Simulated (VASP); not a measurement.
# Sm3Ta (P4/mmm) in VASP: further runs

The runs below take Sm3Ta through single point, with PBE.

All numbers are computed with VASP 6.6.1; they aren't measurements. Logs are shortened: lines on timing, memory, paths and dates and some standing lists are left out, and cuts for length are marked.

## 1. The cell of the first run

The structure is tetragonal, space group P4/mmm (No. 123). The conventional cell has a = 3.354 Å, b = 3.354 Å, c = 10.272 Å, α = 90.00°, β = 90.00°, γ = 90.00°. Sm (site symmetry 4mm) has 4 Ta at 3.22 Å and 9 Sm at 3.35 to 4.37 Å within 4.4 Å. Within 4.4 Å of Sm (site symmetry 4/mmm) lie 12 Sm at 3.35 to 3.79 Å. Within 4.2 Å of Ta (site symmetry 4/mmm) lie 8 Sm at 3.22 Å and 4 Ta at 3.35 Å.

The cell was built from a structure type or drawn by symmetry, and may not be a known phase.

## 2. Single point, PBE

Input file INCAR:

```
SYSTEM = Sm3Ta
PREC = Accurate
ENCUT = 500
EDIFF = 1E-6
ISMEAR = 0
SIGMA = 0.2
LREAL = .False.
LASPH = .True.
NELM = 200
ALGO = Normal
ISIF = 2
LWAVE = .False.
LCHARG = .False.
GGA = PE
NBANDS = 30
GGA_COMPAT = .False.
LMAXMIX = 6
```

Input file KPOINTS:

```
Automatic mesh
0
Gamma
  6 6 2
  0 0 0
```

Input file POSCAR:

```
Sm3Ta
1.0
    3.3536522520      0.0000000000      0.0000000000
    0.0000000000      3.3536522520      0.0000000000
    0.0000000000      0.0000000000     10.2718425762
Sm Ta
3 1
Direct
    0.5000000000      0.5000000000      0.7874321827
    0.0000000000      0.0000000000      0.5000000000
    0.5000000000      0.5000000000      0.2125678173
    0.0000000000      0.0000000000      0.0000000000
```

Potentials or basis: VASP PAW PBE potentials, release 64 (Sm_3, Ta_pv), 4f in core.

Started as:

```
cat potpaw_PBE.64/Sm_3/POTCAR potpaw_PBE.64/Ta_pv/POTCAR > POTCAR
mpirun -np 1 vasp_std > vasp.out
```

OUTCAR:

```text
SYSTEM = Sm3Ta
   PREC = Accurate
   ENCUT = 500
   EDIFF = 1E-6
   ISMEAR = 0
   LREAL = .False.
   LASPH = .True.
   NELM = 200
   ISIF = 2
   GGA = PE

 ion  position               nearest neighbor table
   1  0.500  0.500  0.787-   4 3.22   4 3.22   4 3.22   4 3.22   2 3.79   2 3.79   2 3.79   2 3.79

   2  0.000  0.000  0.500-   1 3.79   3 3.79   1 3.79   3 3.79   1 3.79   3 3.79   1 3.79   3 3.79

   3  0.500  0.500  0.213-   4 3.22   4 3.22   4 3.22   4 3.22   2 3.79   2 3.79   2 3.79   2 3.79

   4  0.000  0.000  0.000-   1 3.22   3 3.22   1 3.22   3 3.22   1 3.22   3 3.22   1 3.22   3 3.22

  LATTYP: Found a simple tetragonal cell.
 ALAT       =     3.3536522520
 C/A-ratio  =     3.0628824351

  Lattice vectors:

 A1 = (   3.3536522520,   0.0000000000,   0.0000000000)
 A2 = (   0.0000000000,   3.3536522520,   0.0000000000)
 A3 = (   0.0000000000,   0.0000000000,  10.2718425762)

Analysis of symmetry for initial positions (statically):
=====================================================================
 Subroutine PRICEL returns:
 Original cell was already a primitive cell.

 Routine SETGRP: Setting up the symmetry group for a
 simple tetragonal supercell.

 Subroutine GETGRP returns: Found 16 space group operations
 (whereof 16 operations were pure point group operations)
 out of a pool of 16 trial point group operations.

The static configuration has the point symmetry D_4h.

Analysis of symmetry for dynamics (positions and initial velocities):
=====================================================================
 Subroutine PRICEL returns:
 Original cell was already a primitive cell.

 Routine SETGRP: Setting up the symmetry group for a
 simple tetragonal supercell.

 Subroutine GETGRP returns: Found 16 space group operations
 (whereof 16 operations were pure point group operations)
 out of a pool of 16 trial point group operations.

The dynamic configuration has the point symmetry D_4h.

 Subroutine INISYM returns: Found 16 space group operations
 (whereof 16 operations are pure point group operations),
 and found     1 'primitive' translations

----------------------------------------------------------------------------------------

                                     Primitive cell

  volume of cell :     115.5272

  direct lattice vectors                    reciprocal lattice vectors
     3.353652252  0.000000000  0.000000000     0.298182377  0.000000000  0.000000000
     0.000000000  3.353652252  0.000000000     0.000000000  0.298182377  0.000000000
     0.000000000  0.000000000 10.271842576     0.000000000  0.000000000  0.097353517

  length of vectors
     3.353652252  3.353652252 10.271842576     0.298182377  0.298182377  0.097353517

  position of ions in fractional coordinates (direct lattice)
     0.500000000  0.500000000  0.787432183
     0.000000000  0.000000000  0.500000000
     0.500000000  0.500000000  0.212567817
     0.000000000  0.000000000  0.000000000

  ion indices of the primitive-cell ions
   primitive index   ion index
                 1           1
                 2           2
                 3           3
                 4           4

----------------------------------------------------------------------------------------

 KPOINTS: Automatic mesh

Automatic generation of k-mesh.
 Grid dimensions read from file:
 generate k-points for:    6    6    2

 Generating k-lattice:

  Cartesian coordinates                     Fractional coordinates (reciprocal lattice)
     0.049697063  0.000000000  0.000000000     0.166666667  0.000000000  0.000000000
     0.000000000  0.049697063  0.000000000     0.000000000  0.166666667  0.000000000
     0.000000000  0.000000000  0.048676758     0.000000000  0.000000000  0.500000000

  Length of vectors
     0.049697063  0.049697063  0.048676758

  Shift w.r.t. Gamma in fractional coordinates (k-lattice)
     0.000000000  0.000000000  0.000000000

 Subroutine IBZKPT returns following result:
 ===========================================

 Found     20 irreducible k-points:

 Following reciprocal coordinates:
            Coordinates               Weight
  0.000000  0.000000  0.000000      1.000000
  0.166667  0.000000  0.000000      4.000000
  0.333333  0.000000  0.000000      4.000000
  0.500000  0.000000  0.000000      2.000000
  0.166667  0.166667  0.000000      4.000000
  0.333333  0.166667  0.000000      8.000000
[... 12 lines left out ...]
  0.500000  0.333333  0.500000      4.000000
  0.500000  0.500000  0.500000      1.000000
   k-points           NKPTS =     20   k-points in BZ     NKDIM =     20   number of bands    NBANDS=     30
   number of dos      NEDOS =    301   number of ions     NIONS =      4
   total plane-waves  NPLWV =  46080
   dimension x,y,z NGX =    24 NGY =   24 NGZ =   80
   dimension x,y,z NGXF=    48 NGYF=   48 NGZF=  160
   ions per type =               3   1
   NGX,Y,Z   is equivalent  to a cutoff of  11.90, 11.90, 12.95 a.u.
   NGXF,Y,Z  is equivalent  to a cutoff of  23.79, 23.79, 25.90 a.u.
 SYSTEM =  Sm3Ta
   PREC   = accura    normal or accurate (medium, high low for compatibility)
   ISTART =      0    job   : 0-new  1-cont  2-samecut
   ICHARG =      2    charge: 1-file 2-atom 10-const
   ISPIN  =      1    spin polarized calculation?
   LNONCOLLINEAR =      F non collinear calculations
   LSORBIT =      F    spin-orbit coupling
   LASPH  =      T    aspherical Exc in radial PAW
   ENCUT  =  500.0 eV  36.75 Ry    6.06 a.u.   6.11  6.11 18.73*2*pi/ulx,y,z
   NELM   =    200;   NELMIN=  2; NELMDL= -5     # of ELM steps
   EDIFF  = 0.1E-05   stopping-criterion for ELM
   LREAL  =      F    real-space projection
[... 7 lines left out ...]
   TEBEG  =    0.0;   TEEND  =   0.0 temperature during run
   PSTRESS=    0.0 pullay stress
   NELECT =      44.0000    total number of electrons
   NUPDOWN=      -1.0000    fix difference up-down
   EMIN   =  10.00;   EMAX   =-10.00  energy-range for DOS
   EFERMI =   0.00;   METHOD = LEGACY
   ISMEAR =     0;   SIGMA  =   0.20  broadening in eV -4-tet -1-fermi 0-gaus
   EFERMI_NEDOS =   21; number of points for ismear=-14 and -15
   IALGO  =     38    algorithm
   IMIX   =      4    mixing-type and parameters
     AMIX     =   0.40;   BMIX     =  1.00
     AMIX_MAG =   1.60;   BMIX_MAG =  1.00
  volume/ion in A,a.u.               =      28.88       194.90
  Fermi-wavevector in a.u.,A,eV,Ry     =   1.186673  2.242486 19.159614  1.408192
  Thomas-Fermi vector in A             =   2.322840
   LORBIT       =      0    0 simple, 1 ext, 2 COOP (PROOUT), +10 PAW based schemes
   GGA     = PE    functional components
   LHFCALC =     F    Hartree Fock is set to
   AEXX    =    0.0000 exact exchange contribution
   IVDW    =     0    specifies the selected vdW correction
   LEPSILON=     F    determine dielectric tensor
   LRPA    =     F    only Hartree local field effects (RPA)
 non-spin polarized calculation
 Gauss-broadening in eV      SIGMA  =   0.20
  energy-cutoff  :      500.00
  volume of cell :      115.53
 maximum number of plane-waves:      2968
   NGX = 13   NGY = 13   NGZ = 37

 number of electron      44.0000000 magnetization

 Free energy of the ion-electron system (eV)
  ---------------------------------------------------
  ext. energy  EPLUGINS =         0.00000000
  ---------------------------------------------------
  free energy    TOTEN  =       -24.48918680 eV

  energy without entropy =      -24.39103565  energy(sigma->0) =      -24.44011122

 E-fermi :   3.6202     XC(G=0): -10.3683

 val. band max:        3.6062194160   @ k =   0.5000   0.1667   0.5000
 cond. band min:       3.7510712787   @ k =   0.5000   0.1667   0.0000
 fundamental gap:      0.1448518627
 Fermi energy:         3.6201653737

 k-point     1 :       0.0000    0.0000    0.0000
  band No.  band energies     occupation
      1     -37.5365      2.00000
      2     -37.0461      2.00000
      3     -37.0433      2.00000
      4     -30.8796      2.00000
      5     -30.8555      2.00000
      6     -30.8555      2.00000
[... 22 lines left out ...]
     29       6.9385      0.00000
     30       6.9614      0.00000

 k-point     2 :       0.1667    0.0000    0.0000
  band No.  band energies     occupation
      1     -37.5166      2.00000
      2     -37.0253      2.00000
      3     -37.0239      2.00000
      4     -30.8963      2.00000
      5     -30.8770      2.00000
      6     -30.8519      2.00000
[... 22 lines left out ...]
     29       5.7859      0.00000
     30       6.8471      0.00000

 k-point     3 :       0.3333    0.0000    0.0000
  band No.  band energies     occupation
      1     -37.4766      2.00000
      2     -36.9847      2.00000
      3     -36.9832      2.00000
      4     -30.9770      2.00000
      5     -30.8719      2.00000
      6     -30.8447      2.00000
[... 22 lines left out ...]
     29       5.3398      0.00000
     30       6.8610      0.00000

 k-point     4 :       0.5000    0.0000    0.0000
  band No.  band energies     occupation
      1     -37.4564      2.00000
      2     -36.9650      2.00000
      3     -36.9620      2.00000
      4     -31.0168      2.00000
      5     -30.8694      2.00000
      6     -30.8411      2.00000
[... 22 lines left out ...]
     29       5.5429      0.00000
     30       6.4218      0.00000

 k-point     5 :       0.1667    0.1667    0.0000
  band No.  band energies     occupation
      1     -37.4970      2.00000
      2     -37.0048      2.00000
      3     -37.0043      2.00000
      4     -30.8929      2.00000
      5     -30.8924      2.00000
      6     -30.8739      2.00000
[... 22 lines left out ...]
     29       5.7621      0.00000
     30       6.4872      0.00000
[... 394 lines left out ...]
     29       5.3161      0.00000
     30       6.2331      0.00000

 k-point    18 :       0.3333    0.3333    0.5000
  band No.  band energies     occupation
      1     -37.4187      2.00000
      2     -36.9249      2.00000
      3     -36.9230      2.00000
      4     -30.9663      2.00000
      5     -30.9659      2.00000
      6     -30.8595      2.00000
[... 22 lines left out ...]
     29       7.0915      0.00000
     30       7.3329      0.00000

 k-point    19 :       0.5000    0.3333    0.5000
  band No.  band energies     occupation
      1     -37.3991      2.00000
      2     -36.9047      2.00000
      3     -36.9029      2.00000
      4     -31.0059      2.00000
      5     -30.9625      2.00000
      6     -30.8554      2.00000
[... 22 lines left out ...]
     29       7.0740      0.00000
     30       7.4052      0.00000

 k-point    20 :       0.5000    0.5000    0.5000
  band No.  band energies     occupation
      1     -37.3798      2.00000
      2     -36.8843      2.00000
      3     -36.8829      2.00000
      4     -31.0023      2.00000
      5     -31.0023      2.00000
      6     -30.8507      2.00000
[... 22 lines left out ...]
     29       6.9159      0.00000
     30       7.6993      0.00000

------------------------ aborting loop because EDIFF is reached ----------------------------------------

  FORCE on cell =-STRESS in cart. coord.  units (eV):
  Direction    XX          YY          ZZ          XY          YZ          ZX
  --------------------------------------------------------------------------------------
  -------------------------------------------------------------------------------------
  Total        0.1664085      0.1664085      0.1921953      0.0000000      0.0000000      0.0000000
  in kB        2.3078181      2.3078181      2.6654406      0.0000000      0.0000000      0.0000000
  external PRESSURE =       2.4270256 kB  Pullay stress =       0.0000000 kB

 VOLUME and BASIS-vectors are now :
 -----------------------------------------------------------------------------
  energy-cutoff  :      500.00
  volume of cell :      115.53
      direct lattice vectors                 reciprocal lattice vectors
     3.353652252  0.000000000  0.000000000     0.298182377  0.000000000  0.000000000
     0.000000000  3.353652252  0.000000000     0.000000000  0.298182377  0.000000000
     0.000000000  0.000000000 10.271842576     0.000000000  0.000000000  0.097353517

 POSITION                                       TOTAL-FORCE (eV/Angst)
 -----------------------------------------------------------------------------------
      1.67683      1.67683      8.08838        -0.000000      0.000000      0.018990
      0.00000      0.00000      5.13592        -0.000000     -0.000000      0.000000
      1.67683      1.67683      2.18346         0.000000     -0.000000     -0.018990
      0.00000      0.00000      0.00000        -0.000000     -0.000000      0.000000
 -----------------------------------------------------------------------------------
    total drift:                                0.000000     -0.000000      0.000000

  FREE ENERGIE OF THE ION-ELECTRON SYSTEM (eV)
  ---------------------------------------------------
  free  energy   TOTEN  =       -24.4891868018 eV

  energy  without entropy=      -24.3910356455  energy(sigma->0) =      -24.44011122
```

Wall time 64 s (1 thread of Intel Xeon 6975P-C (Granite Rapids), shared host); peak memory 0.23 GiB.

Results:

```yaml
Free_energy: -24.4892 eV
Pressure: 0.2 GPa
Largest_force: 0.019 eV/Å
Band_gap_on_the_k_mesh: zero (bands 22 and 23 overlap by 1.36 eV)
```

Forces on the atoms (eV/Å):
```
Sm   0.000  0.000  0.019
Sm   0.000  0.000  0.000
Sm   0.000  0.000 -0.019
Ta   0.000  0.000  0.000
```

Caveat: spin-orbit coupling is left out, which moves the levels of the heavy elements; the 4f electrons are frozen in the core, so they carry no moment and show no levels.

## 3. Single point, PBE

Input file INCAR:

```
ALGO = Normal
EDIFF = 1E-6
ENCUT = 500
GGA = PE
GGA_COMPAT = F
ISIF = 2
ISMEAR = 0
LASPH = T
LCHARG = T
LELF = T
LMAXMIX = 6
LREAL = F
LVHAR = T
LWAVE = F
NBANDS = 30
NELM = 200
PREC = Accurate
SIGMA = 0.1
```

Input file KPOINTS:

```
k-points
0
Gamma
  6 6 2
```

POSCAR is that of step 2.

Potentials or basis: VASP PAW PBE potentials, release 64 (Sm_3, Ta_pv), 4f in core.

Started as:

```
cat potpaw_PBE.64/Sm_3/POTCAR potpaw_PBE.64/Ta_pv/POTCAR > POTCAR
mpirun -np 1 vasp_std > vasp.out
```

Run time: 63 s. Hardware: 1 thread of Intel Xeon 6975P-C (Granite Rapids), shared host; peak memory 0.23 GiB.

The run converged. Its results:

| Item | Value |
| --- | --- |
| Free energy | -24.4553 eV |
| Pressure | 0.2 GPa |
| Largest force | 0.003 eV/Å |
| Band gap on the k mesh | zero (bands 22 and 23 overlap by 1.36 eV) |

Forces on the atoms (eV/Å):
```
Sm   0.000  0.000  0.003
Sm   0.000  0.000  0.000
Sm   0.000  0.000 -0.003
Ta   0.000  0.000  0.000
```

Stress tensor (GPa, compression positive):
```
0.12 0.00 0.00
0.00 0.12 0.00
0.00 0.00 0.33
```

Levels at points of the mesh, in eV from the Fermi level:
```
           k point  band 20  band 21  band 22  band 23  band 24  band 25
(0.00, 0.00, 0.00)    -2.06    -0.58    -0.30     0.56     0.99     0.99
(0.50, 0.00, 0.00)    -0.50    -0.13    -0.11     0.49     0.58     0.60
(0.50, 0.50, 0.00)    -1.58    -1.47    -0.14    -0.14     0.19     0.19
(0.00, 0.00, 0.50)    -2.04    -0.86     0.16     0.73     0.87     1.02
(0.50, 0.00, 0.50)    -0.07     0.17     0.38     0.57     0.60     0.81
(0.50, 0.50, 0.50)    -1.53    -1.53    -0.98    -0.98     1.37     1.37
```

Caveat: spin-orbit coupling is left out, which moves the levels of the heavy elements; the 4f electrons are frozen in the core, so they carry no moment and show no levels. Spin polarisation is off, so any magnetic state and its effect on volume and gap are missing.

## 4. Single point, PBE

This run uses another cell than the first one: it holds 8 atoms, not 4.

Input file INCAR:

```
SYSTEM = Sm3Ta
PREC     = Accurate       ! precision mode
ENCUT    = 500            ! plane-wave cutoff, eV
EDIFF    = 1E-6           ! SCF threshold, eV
ISMEAR   = 0              ! smearing method
SIGMA    = 0.2            ! smearing width, eV
LREAL    = .False.        ! projectors in reciprocal space
LASPH    = .True.         ! aspherical terms in the spheres
NELM     = 200            ! most SCF steps
ALGO     = Normal         ! electronic algorithm
ISIF     = 2              ! what is computed and relaxed
LWAVE    = .False.        ! write WAVECAR
LCHARG   = .False.        ! write CHGCAR
GGA      = PE             ! functional
NBANDS   = 54             ! bands
GGA_COMPAT= .False.      
LMAXMIX  = 6              ! l up to which the mixer works
```

Input file KPOINTS:

```
regular mesh
0
Gamma
  3 3 3
  0 0 0
```

Input file POSCAR:

```
Sm3Ta
1.0
    8.2812689783      0.0000000000      0.0000000000
    0.0000000000      8.2812689783      0.0000000000
    0.0000000000      0.0000000000      3.1274951082
Sm Ta
6 2
Direct
    0.7602571886      0.7602571886      0.0000000000
    0.2397428114      0.2397428114      0.0000000000
    0.2397428114      0.7602571886      0.0000000000
    0.7602571886      0.2397428114      0.0000000000
    0.0000000000      0.0000000000      0.5000000000
    0.5000000000      0.5000000000      0.0000000000
    0.0000000000      0.5000000000      0.5000000000
    0.5000000000      0.0000000000      0.5000000000
```

Started as:

```
cat potpaw_PBE.64/Sm_3/POTCAR potpaw_PBE.64/Ta_pv/POTCAR > POTCAR
mpirun -np 1 vasp_std > vasp.out
```

It took 88 s on 1 thread of Intel Xeon 6975P-C (Granite Rapids), shared host; peak memory 0.3 GiB.

Results (log left out):

* Free energy: -46.6349 eV
* Pressure: 0.4 GPa
* Largest force: 0.003 eV/Å
* Band gap on the k mesh: zero (bands 44 and 45 overlap by 0.15 eV)

Forces in eV/Å, atoms in the order of the input:
```
Sm  -0.002 -0.002  0.000
Sm   0.002  0.002  0.000
Sm   0.002 -0.002  0.000
Sm  -0.002  0.002  0.000
Sm   0.000  0.000  0.000
Sm   0.000  0.000  0.000
Ta   0.000  0.000  0.000
Ta   0.000  0.000  0.000
```

Stress tensor (GPa, compression positive):
```
0.48 0.00 0.00
0.00 0.48 0.00
0.00 0.00 0.37
```

Levels at points of the mesh, in eV from the Fermi level:
```tsv
k point	band 42	band 43	band 44	band 45	band 46	band 47
(0.00, 0.00, 0.00)	-0.07	-0.07	0.00	0.56	0.88	0.90
```

Caveat: the k points lie up to 0.67 Å⁻¹ apart; spin-orbit coupling is left out, which moves the levels of the heavy elements; the 4f electrons are frozen in the core, so they carry no moment and show no levels.

## 5. The runs side by side

```tsv
cell	k mesh	smearing	gap on the mesh (eV)	pressure (GPa)
a = 3.354, b = 3.354, c = 10.272 Å, 4 atoms, atomic positions A	6 × 6 × 2	gaussian 0.2 eV	none	0.2
a = 3.354, b = 3.354, c = 10.272 Å, 4 atoms, atomic positions A	6 × 6 × 2	gaussian 0.1 eV	none	0.2
a = 8.281, b = 8.281, c = 3.127 Å, 8 atoms, atomic positions B	3 × 3 × 3	gaussian 0.2 eV	none	0.4
```

Alike in all rows: task single point; level PBE; potentials or basis VASP PAW PBE potentials, release 64 (Sm_3, Ta_pv), 4f in core; no spin polarisation; cutoff (eV) 500.

Caveats: some runs use coarse meshes; spin-orbit coupling is left out, which moves the levels of the heavy elements; the 4f electrons are frozen in the core, so they carry no moment and show no levels.

Absolute energies hang on the potentials; compare differences alone.
